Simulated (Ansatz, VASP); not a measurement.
## In5P3 in VASP and in Ansatz

```
In P
1.0
     5.71027    0.00000    0.00000
     0.00000    5.71027    0.00000
     0.00000    0.00000    5.71027
In P
5 3
Direct
  0.00000 0.00000 0.00000
  0.50000 0.50000 0.50000
  0.00000 0.50000 0.50000
  0.50000 0.00000 0.50000
  0.50000 0.50000 0.00000
  0.50000 0.00000 0.00000
  0.00000 0.50000 0.00000
  0.00000 0.00000 0.50000
```

Alike in both runs: functional PBE; k mesh 8 × 8 × 8; occupations gaussian, width 0.1 eV; no spin polarisation.

Ansatz relaxed the structure, and its values are those at the end. VASP's run is a single point on that final structure, the one shown.

|  | VASP | Ansatz |
| --- | --- | --- |
| version | VASP 6.6.1 | Ansatz 0.2.0 |
| potentials or method | VASP PAW PBE potentials, release 64 (In_d, P), cutoff 520 eV | scalar-relativistic, plane waves, PAW |
| valence electrons in the cell | 80 | 80 |

```tsv
	VASP	Ansatz	Ansatz less VASP
gap on the k mesh at the Fermi level (eV)	none	none	-
pressure (GPa)	0.0	0.0	+0.03
```

A gap of «none» marks a metal or a gap that the smearing closes. With one functional, cell and mesh, what is left measures potentials, basis and numerics.
